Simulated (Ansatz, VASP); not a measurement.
**Two plane-wave programs on BAs**

```xyz
2
Lattice="0.0000 2.2930 2.4840 2.2930 0.0000 2.4840 2.2930 2.2930 0.0000" Properties=species:S:1:pos:R:3 pbc="T T T"
B     0.0000    0.0000    0.0000
As    3.4394    3.4394    3.7261
```

Change from the starting cell: strain -0.040 along x and y, +0.040 along z, atoms carried along.

Alike in both runs: task single point; functional LDA; k mesh 10 × 10 × 10; occupations gaussian, width 0.05 eV; no spin polarisation.

|  | VASP | Ansatz |
| --- | --- | --- |
| version | VASP 6.6.1 | Ansatz 0.2.0 |
| potentials or method | VASP PAW LDA potentials, release 64 (B_h, As_d), cutoff 1230 eV | scalar-relativistic, plane waves, PAW |
| valence electrons in the cell | 18 | 18 |

|  | VASP | Ansatz | Ansatz less VASP |
| --- | --- | --- | --- |
| gap on the k mesh at the Fermi level (eV) | 0.47 | 0.47 | +0.002 |
| least direct gap on the mesh (eV) | 2.89 | 2.89 | +0.004 |
| pressure (GPa) | 2.4 | 2.1 | -0.34 |
| traceless stress, the component that is largest in VASP (GPa) | -12.94 | -12.96 | -0.016 |

LDA's correlation is that of Perdew and Zunger in VASP and of Perdew and Wang (1992) in Ansatz.
